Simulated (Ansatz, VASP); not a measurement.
## CsGa in VASP and in Ansatz

```xyz
4
Lattice="0.0000 4.0342 4.0342 4.0342 0.0000 4.0342 4.0342 4.0342 0.0000" Properties=species:S:1:pos:R:3 pbc="T T T"
Cs    1.0085    1.0085    1.0085
Cs   -1.0085   -1.0085   -1.0085
Ga    3.0256    3.0256    3.0256
Ga   -3.0256   -3.0256   -3.0256
```

Alike in both runs: task single point; functional revPBE; k mesh 6 × 6 × 6; occupations fermi-dirac, width 0.05 eV; no spin polarisation.

|  | VASP | Ansatz |
| --- | --- | --- |
| version | VASP 6.6.1 | Ansatz 0.2.0 |
| potentials or method | VASP PAW PBE potentials, release 64 (Cs_sv, Ga_d) | PAW with Ansatz's default frozen-core files, scalar-relativistic |
| plane-wave cutoff (eV) | 520 | 420 |
| valence electrons in the cell | 44 | 44 |

```csv
,VASP,Ansatz,Ansatz less VASP
gap on the k mesh at the Fermi level (eV),none,none,-
pressure (GPa),3.2,3.0,-0.19
```

VASP's potentials were made for PBE, not for revPBE. A gap of «none» marks a metal or a gap that the smearing closes.

Neither program's run includes spin-orbit coupling.
